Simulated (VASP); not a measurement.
# Li27H26I (a cell with a defect) in VASP: further runs

The runs below take Li27H26I (a cell with a defect) through electric field gradients, with PBE, r2SCAN.

All numbers are computed with VASP 6.6.1; they aren't measurements. Logs are shortened: lines on timing, memory, paths and dates and some standing lists are left out, and cuts for length are marked.

### Step 1. The cell of the first run

The cell holds a defect, 54 atoms: a = 8.522 Å, b = 8.522 Å, c = 8.522 Å, α = 60.00°, β = 60.00°, γ = 60.00°.

### Step 2. Electric field gradients, PBE

File INCAR:

```
SYSTEM = Li27H26I
PREC = Accurate ; ENCUT = 520
EDIFF = 1E-8 ; ISMEAR = -1
SIGMA = 0.01 ; LREAL = Auto
LASPH = .TRUE. ; NELM = 100
ALGO = Normal ; ISIF = 2
LWAVE = .FALSE. ; LCHARG = .FALSE.
GGA = PE ; LEFG = .TRUE.
NBANDS = 90
```

File KPOINTS:

```
regular mesh
0
G
  3 3 3
  0 0 0
```

File POSCAR:

```
Li27H26I
1.0
    0.0000000000      6.0258581757      6.0258581757
    6.0258581757      0.0000000000      6.0258581757
    6.0258581757      6.0258581757      0.0000000000
Li I H
27 1 26
Direct
    0.0000000000      0.0000000000      0.0000000000
    0.0000000000      0.0000000000      0.3333333333
    0.0000000000      0.0000000000      0.6666666667
    0.0000000000      0.3333333333      0.0000000000
    0.0000000000      0.3333333333      0.3333333333
    0.0000000000      0.3333333333      0.6666666667
    0.0000000000      0.6666666667      0.0000000000
    0.0000000000      0.6666666667      0.3333333333
    0.0000000000      0.6666666667      0.6666666667
    0.3333333333      0.0000000000      0.0000000000
    0.3333333333      0.0000000000      0.3333333333
    0.3333333333      0.0000000000      0.6666666667
    0.3333333333      0.3333333333      0.0000000000
    0.3333333333      0.3333333333      0.3333333333
    0.3333333333      0.3333333333      0.6666666667
    0.3333333333      0.6666666667      0.0000000000
    0.3333333333      0.6666666667      0.3333333333
    0.3333333333      0.6666666667      0.6666666667
    0.6666666667      0.0000000000      0.0000000000
    0.6666666667      0.0000000000      0.3333333333
    0.6666666667      0.0000000000      0.6666666667
    0.6666666667      0.3333333333      0.0000000000
    0.6666666667      0.3333333333      0.3333333333
    0.6666666667      0.3333333333      0.6666666667
    0.6666666667      0.6666666667      0.0000000000
    0.6666666667      0.6666666667      0.3333333333
    0.6666666667      0.6666666667      0.6666666667
    0.1666666667      0.1666666667      0.1666666667
    0.1666666667      0.1666666667      0.5000000000
    0.1666666667      0.1666666667      0.8333333333
    0.1666666667      0.5000000000      0.1666666667
    0.1666666667      0.5000000000      0.5000000000
    0.1666666667      0.5000000000      0.8333333333
    0.1666666667      0.8333333333      0.1666666667
    0.1666666667      0.8333333333      0.5000000000
    0.1666666667      0.8333333333      0.8333333333
    0.5000000000      0.1666666667      0.1666666667
    0.5000000000      0.1666666667      0.5000000000
    0.5000000000      0.1666666667      0.8333333333
    0.5000000000      0.5000000000      0.1666666667
    0.5000000000      0.5000000000      0.5000000000
    0.5000000000      0.5000000000      0.8333333333
    0.5000000000      0.8333333333      0.1666666667
    0.5000000000      0.8333333333      0.5000000000
    0.5000000000      0.8333333333      0.8333333333
    0.8333333333      0.1666666667      0.1666666667
    0.8333333333      0.1666666667      0.5000000000
    0.8333333333      0.1666666667      0.8333333333
    0.8333333333      0.5000000000      0.1666666667
    0.8333333333      0.5000000000      0.5000000000
    0.8333333333      0.5000000000      0.8333333333
    0.8333333333      0.8333333333      0.1666666667
    0.8333333333      0.8333333333      0.5000000000
    0.8333333333      0.8333333333      0.8333333333
```

Potentials or basis: VASP PAW PBE potentials, release 64 (Li_sv, I, H).

Command:

```bash
> cat potpaw_PBE.64/Li_sv/POTCAR potpaw_PBE.64/I/POTCAR potpaw_PBE.64/H/POTCAR > POTCAR
> mpirun -np 1 vasp_std > vasp.out
```

OUTCAR:

```text
SYSTEM = Li27H26I
   PREC = Accurate
   ENCUT = 520
   EDIFF = 1E-8
   ISMEAR = -1
   LREAL = Auto
   LASPH = .TRUE.
   NELM = 100
   ISIF = 2
   GGA = PE

 ion  position               nearest neighbor table
   1  0.000  0.000  0.000-
   2  0.000  0.000  0.333-  28 2.01
   3  0.000  0.000  0.667-
   4  0.000  0.333  0.000-  28 2.01
   5  0.000  0.333  0.333-  28 2.01
   6  0.000  0.333  0.667-
   7  0.000  0.667  0.000-
   8  0.000  0.667  0.333-
   9  0.000  0.667  0.667-
  10  0.333  0.000  0.000-  28 2.01
  11  0.333  0.000  0.333-  28 2.01
  12  0.333  0.000  0.667-
  13  0.333  0.333  0.000-  28 2.01
  14  0.333  0.333  0.333-
  15  0.333  0.333  0.667-
  16  0.333  0.667  0.000-
  17  0.333  0.667  0.333-
  18  0.333  0.667  0.667-
  19  0.667  0.000  0.000-
  20  0.667  0.000  0.333-
  21  0.667  0.000  0.667-
  22  0.667  0.333  0.000-
  23  0.667  0.333  0.333-
  24  0.667  0.333  0.667-
  25  0.667  0.667  0.000-
  26  0.667  0.667  0.333-
  27  0.667  0.667  0.667-
  28  0.167  0.167  0.167-   5 2.01  11 2.01  13 2.01  10 2.01   4 2.01   2 2.01
  29  0.167  0.167  0.500-
  30  0.167  0.167  0.833-
  31  0.167  0.500  0.167-
  32  0.167  0.500  0.500-
  33  0.167  0.500  0.833-
  34  0.167  0.833  0.167-
[... 18 lines left out ...]
  53  0.833  0.833  0.500-
  54  0.833  0.833  0.833-

  LATTYP: Found a face centered cubic cell.
 ALAT       =    12.0517163514

  Lattice vectors:

 A1 = (   0.0000000000,   6.0258581757,   6.0258581757)
 A2 = (   6.0258581757,   0.0000000000,   6.0258581757)
 A3 = (   6.0258581757,   6.0258581757,   0.0000000000)

Analysis of symmetry for initial positions (statically):
=====================================================================
 Subroutine PRICEL returns:
 Original cell was already a primitive cell.

 Routine SETGRP: Setting up the symmetry group for a
 face centered cubic supercell.

 Subroutine GETGRP returns: Found 48 space group operations
 (whereof  6 operations were pure point group operations)
 out of a pool of 48 trial point group operations.

The static configuration has the point symmetry C_3v.
 The point group associated with its full space group is O_h .

Analysis of symmetry for dynamics (positions and initial velocities):
=====================================================================
 Subroutine PRICEL returns:
 Original cell was already a primitive cell.

 Routine SETGRP: Setting up the symmetry group for a
 face centered cubic supercell.

 Subroutine GETGRP returns: Found 48 space group operations
 (whereof  6 operations were pure point group operations)
 out of a pool of 48 trial point group operations.

The dynamic configuration has the point symmetry C_3v.
 The point group associated with its full space group is O_h .

 Subroutine INISYM returns: Found 48 space group operations
 (whereof  6 operations are pure point group operations),
 and found     1 'primitive' translations

----------------------------------------------------------------------------------------

                                     Primitive cell

  volume of cell :     437.6095

  direct lattice vectors                    reciprocal lattice vectors
     0.000000000  6.025858176  6.025858176    -0.082975733  0.082975733  0.082975733
     6.025858176  0.000000000  6.025858176     0.082975733 -0.082975733  0.082975733
[... 165 lines left out ...]
   LASPH  =      T    aspherical Exc in radial PAW
   ENCUT  =  520.0 eV  38.22 Ry    6.18 a.u.  15.84 15.84 15.84*2*pi/ulx,y,z
   NELM   =    100;   NELMIN=  2; NELMDL= -5     # of ELM steps
   EDIFF  = 0.1E-07   stopping-criterion for ELM
   LREAL  =      T    real-space projection
   EDIFFG = 0.1E-06   stopping-criterion for IOM
   NSW    =      0    number of steps for IOM
   IBRION =     -1    ionic relax: 0-MD 1-quasi-New 2-CG
   NFREE  =      0    steps in history (QN), initial steepest desc. (CG)
   ISIF   =      2    stress and relaxation
   ISYM   =      2    0-nonsym 1-usesym 2-fastsym
   POTIM  = 0.5000    time-step for ionic-motion
   TEBEG  =    0.0;   TEEND  =   0.0 temperature during run
   PSTRESS=    0.0 pullay stress
   NELECT =     114.0000    total number of electrons
   NUPDOWN=      -1.0000    fix difference up-down
   EMIN   =  10.00;   EMAX   =-10.00  energy-range for DOS
   EFERMI =   0.00;   METHOD = LEGACY
   ISMEAR =    -1;   SIGMA  =   0.01  broadening in eV -4-tet -1-fermi 0-gaus
   EFERMI_NEDOS =   21; number of points for ismear=-14 and -15
   IALGO  =     38    algorithm
   IMIX   =      4    mixing-type and parameters
     AMIX     =   0.40;   BMIX     =  1.00
     AMIX_MAG =   1.60;   BMIX_MAG =  1.00
  volume/ion in A,a.u.               =       8.10        54.69
  Fermi-wavevector in a.u.,A,eV,Ry     =   1.045557  1.975815 14.873734  1.093189
  Thomas-Fermi vector in A             =   2.180357
   LORBIT       =      0    0 simple, 1 ext, 2 COOP (PROOUT), +10 PAW based schemes
   GGA     = PE    functional components
   LHFCALC =     F    Hartree Fock is set to
   AEXX    =    0.0000 exact exchange contribution
   IVDW    =     0    specifies the selected vdW correction
   LEPSILON=     F    determine dielectric tensor
   LRPA    =     F    only Hartree local field effects (RPA)
 non-spin polarized calculation
  energy-cutoff  :      520.00
  volume of cell :      437.61
 maximum number of plane-waves:     11806
   NGX = 31   NGY = 31   NGZ = 31

 number of electron     114.0000002 magnetization

 Free energy of the ion-electron system (eV)
  ---------------------------------------------------
  ext. energy  EPLUGINS =         0.00000000
  ---------------------------------------------------
  free energy    TOTEN  =      -155.60116045 eV

  energy without entropy =     -155.60116045  energy(sigma->0) =     -155.60116045

 E-fermi :   0.9896     XC(G=0):  -8.7238

 val. band max:        0.6147936640   @ k =  -0.3333   0.3333   0.0000
 cond. band min:       4.2928992022   @ k =  -0.3333   0.3333   0.0000
 fundamental gap:      3.6781055382
 Fermi energy:         0.9896172075

 k-point     1 :       0.0000    0.0000    0.0000
  band No.  band energies     occupation
      1     -44.0798      2.00000
      2     -44.0503      2.00000
      3     -44.0503      2.00000
      4     -44.0503      2.00000
      5     -44.0298      2.00000
      6     -44.0298      2.00000
[... 277 lines left out ...]
     68       6.1281      0.00000
     69       6.2379      0.00000
 [bands above 69 left out]

------------------------ aborting loop because EDIFF is reached ----------------------------------------

  FORCE on cell =-STRESS in cart. coord.  units (eV):
  Direction    XX          YY          ZZ          XY          YZ          ZX
  --------------------------------------------------------------------------------------
  -------------------------------------------------------------------------------------
  Total       23.0924189     23.0924189     23.0924189     -0.0000000     -0.0000000     -0.0000000
  in kB       84.5460448     84.5460448     84.5460448     -0.0000000     -0.0000000     -0.0000000
  external PRESSURE =      84.5460448 kB  Pullay stress =       0.0000000 kB

 VOLUME and BASIS-vectors are now :
 -----------------------------------------------------------------------------
  energy-cutoff  :      520.00
  volume of cell :      437.61
      direct lattice vectors                 reciprocal lattice vectors
     0.000000000  6.025858176  6.025858176    -0.082975733  0.082975733  0.082975733
     6.025858176  0.000000000  6.025858176     0.082975733 -0.082975733  0.082975733
     6.025858176  6.025858176  0.000000000     0.082975733  0.082975733 -0.082975733

 POSITION                                       TOTAL-FORCE (eV/Angst)
 -----------------------------------------------------------------------------------
      0.00000      0.00000      0.00000        -0.048711     -0.048711     -0.048711
      2.00862      2.00862      0.00000         0.000000     -0.000000     -5.253178
      4.01724      4.01724      0.00000         0.048711      0.048711     -0.048711
      2.00862      0.00000      2.00862         0.000000     -5.253178      0.000000
      4.01724      2.00862      2.00862         5.253178     -0.000000      0.000000
      6.02586      4.01724      2.00862         0.019910     -0.019910      0.000000
[... 46 lines left out ...]
      8.03448      8.03448     10.04310         0.000000     -0.000000     -0.039365
     10.04310     10.04310     10.04310         0.004414      0.004414      0.004414
 -----------------------------------------------------------------------------------
    total drift:                                0.000005      0.000005      0.000005

  FREE ENERGIE OF THE ION-ELECTRON SYSTEM (eV)
  ---------------------------------------------------
  free  energy   TOTEN  =      -155.6011604456 eV

  energy  without entropy=     -155.6011604456  energy(sigma->0) =     -155.60116045

 Electric field gradients (V/A^2)
---------------------------------------------------------------------
 ion       V_xx      V_yy      V_zz      V_xy      V_xz      V_yz
---------------------------------------------------------------------
   1      -0.000     0.000     0.000     0.041     0.041     0.041
   2      -1.915    -1.915     3.830     0.007     0.003     0.003
   3      -0.001    -0.001     0.001     0.041    -0.031    -0.031
   4      -1.915     3.830    -1.915     0.003     0.007     0.003
   5       3.827    -1.913    -1.913     0.004     0.004    -0.001
   6      -0.026    -0.021     0.047     0.072     0.005    -0.000
[... 46 lines left out ...]
  53       0.012     0.012    -0.023     0.000    -0.001    -0.001
  54      -0.000    -0.000    -0.000    -0.013    -0.013    -0.013
---------------------------------------------------------------------

 Electric field gradients after diagonalization (V/A^2)
 (convention: |V_zz| > |V_xx| > |V_yy|)
----------------------------------------------------------------------
 ion       V_xx      V_yy      V_zz     asymmetry (V_yy - V_xx)/ V_zz
----------------------------------------------------------------------
   1      -0.041    -0.041     0.081       0.000
   2      -1.922    -1.909     3.830       0.003
   3      -0.042    -0.028     0.069       0.206
   4      -1.922    -1.909     3.830       0.003
   5      -1.914    -1.913     3.827       0.000
   6       0.051     0.045    -0.096       0.069
[... 46 lines left out ...]
  53       0.012     0.012    -0.023       0.001
  54       0.013     0.013    -0.026       0.000
----------------------------------------------------------------------

           NMR quadrupolar parameters

 Cq : quadrupolar parameter    Cq=e*Q*V_zz/h
 eta: asymmetry parameters     (V_yy - V_xx)/ V_zz
 Q  : nuclear electric quadrupole moment in mb (millibarn)
----------------------------------------------------------------------
 ion       Cq(MHz)       eta       Q (mb)
----------------------------------------------------------------------
   1       0.000       0.000       1.000
   2       0.009       0.003       1.000
   3       0.000       0.206       1.000
   4       0.009       0.003       1.000
   5       0.009       0.000       1.000
   6      -0.000       0.069       1.000
[... 46 lines left out ...]
  53      -0.000       0.001       1.000
  54      -0.000       0.000       1.000
----------------------------------------------------------------------
```

Run time: 13 min. Hardware: 1 thread of Oxide Virtual Turin-like, shared host; peak memory 0.56 GiB.

What came out:

| Item | Value |
| --- | --- |
| Free energy | -155.6012 eV |
| Largest force | 5.253 eV/Å |
| Band gap on the k mesh | 3.68 eV |
| Largest electric field gradient by atom | Li +0.1, +3.8, -0.1, +0.0 (each value once); I +0.0; H -0.1, -0.0 (each value once) V/Å² |

Forces in eV/Å, atoms in the order of the input:
```
Li  -0.049 -0.049 -0.049
Li   0.000  0.000 -5.253
Li   0.049  0.049 -0.049
Li   0.000 -5.253  0.000
Li   5.253  0.000  0.000
Li   0.020 -0.020  0.000
Li   0.049 -0.049  0.049
Li   0.020  0.000 -0.020
Li   0.000 -0.020 -0.020
Li  -5.253  0.000  0.000
Li   0.000  5.253  0.000
Li  -0.020  0.020  0.000
Li   0.000  0.000  5.253
Li   0.049  0.049  0.049
Li  -0.049 -0.049  0.049
Li  -0.020  0.000  0.020
Li  -0.049  0.049 -0.049
Li   0.000  0.020  0.020
Li  -0.049  0.049  0.049
Li   0.000  0.020 -0.020
Li  -0.020  0.000 -0.020
Li   0.000 -0.020  0.020
Li   0.049 -0.049 -0.049
Li   0.020  0.000  0.020
Li  -0.020 -0.020  0.000
Li   0.020  0.020  0.000
Li   0.000  0.000  0.000
I    0.000  0.000  0.000
H    0.133  0.133  0.000
H   -0.133 -0.133  0.000
H    0.133  0.000  0.133
H   -0.004  0.004  0.004
H    0.000 -0.133  0.133
H   -0.133  0.000 -0.133
H    0.000  0.133 -0.133
H    0.004 -0.004 -0.004
H    0.000  0.133  0.133
H    0.004 -0.004  0.004
H   -0.133  0.000  0.133
H    0.004  0.004 -0.004
H   -0.004 -0.004 -0.004
H    0.000  0.000  0.039
H   -0.133  0.133  0.000
H    0.000  0.039  0.000
H   -0.039  0.000  0.000
H    0.000 -0.133 -0.133
H    0.133  0.000 -0.133
H   -0.004  0.004 -0.004
H    0.133 -0.133  0.000
H    0.039  0.000  0.000
H    0.000 -0.039  0.000
H   -0.004 -0.004  0.004
H    0.000  0.000 -0.039
H    0.004  0.004  0.004
```

Electric field gradients, principal values (V/Å²):
| atom | least | middle | greatest (by size) |
| --- | --- | --- | --- |
| 1 Li | -0.041 | -0.041 | 0.081 |
| 2 Li | -1.909 | -1.922 | 3.830 |
| 3 Li | -0.028 | -0.042 | 0.069 |
| 4 Li | -1.909 | -1.922 | 3.830 |
| 5 Li | -1.913 | -1.914 | 3.827 |
| 6 Li | 0.045 | 0.051 | -0.096 |
| 7 Li | -0.028 | -0.042 | 0.069 |
| 8 Li | 0.045 | 0.051 | -0.096 |
| 9 Li | 0.043 | 0.046 | -0.089 |
| 10 Li | -1.909 | -1.922 | 3.830 |
| 11 Li | -1.913 | -1.914 | 3.827 |
| 12 Li | 0.045 | 0.051 | -0.096 |
| 13 Li | -1.913 | -1.914 | 3.827 |
| 14 Li | -0.036 | -0.036 | 0.072 |
| 15 Li | -0.031 | -0.037 | 0.068 |
| 16 Li | 0.045 | 0.051 | -0.096 |
| 17 Li | -0.031 | -0.037 | 0.068 |
| 18 Li | 0.042 | 0.047 | -0.088 |
| 19 Li | -0.028 | -0.042 | 0.069 |
| 20 Li | 0.045 | 0.051 | -0.096 |
| 21 Li | 0.043 | 0.046 | -0.089 |
| 22 Li | 0.045 | 0.051 | -0.096 |
| 23 Li | -0.031 | -0.037 | 0.068 |
| 24 Li | 0.042 | 0.047 | -0.088 |
| 25 Li | 0.043 | 0.046 | -0.089 |
| 26 Li | 0.042 | 0.047 | -0.088 |
| 27 Li | -0.001 | -0.001 | 0.003 |
| 28 I | 0.000 | 0.000 | 0.001 |
| 29 H | 0.004 | 0.143 | -0.146 |
| 30 H | 0.003 | 0.143 | -0.146 |
| 31 H | 0.004 | 0.143 | -0.146 |
| 32 H | 0.012 | 0.014 | -0.025 |
| 33 H | 0.003 | 0.144 | -0.147 |
| 34 H | 0.003 | 0.143 | -0.146 |
| 35 H | 0.003 | 0.144 | -0.147 |
| 36 H | 0.012 | 0.013 | -0.025 |
| 37 H | 0.004 | 0.143 | -0.146 |
| 38 H | 0.012 | 0.014 | -0.025 |
| 39 H | 0.003 | 0.144 | -0.147 |
| 40 H | 0.012 | 0.014 | -0.025 |
| 41 H | 0.014 | 0.014 | -0.027 |
| 42 H | 0.011 | 0.013 | -0.024 |
| 43 H | 0.003 | 0.144 | -0.147 |
| 44 H | 0.011 | 0.013 | -0.024 |
| 45 H | 0.012 | 0.012 | -0.023 |
| 46 H | 0.003 | 0.143 | -0.146 |
| 47 H | 0.003 | 0.144 | -0.147 |
| 48 H | 0.012 | 0.013 | -0.025 |
| 49 H | 0.003 | 0.144 | -0.147 |
| 50 H | 0.011 | 0.013 | -0.024 |
| 51 H | 0.012 | 0.012 | -0.023 |
| 52 H | 0.012 | 0.013 | -0.025 |
| 53 H | 0.012 | 0.012 | -0.023 |
| 54 H | 0.013 | 0.013 | -0.026 |

Caveat: the cutoff is under 1.25 times the usual one of these potentials, so pressure, stress and relaxed cells hold a basis-set (Pulay) error; without QUAD_EFG the Cq values of the log hold for a quadrupole moment of 1 mb, not for the nuclei; spin-orbit coupling is left out, which moves the levels of the heavy elements.

(Part 1 of 2 ends here.)
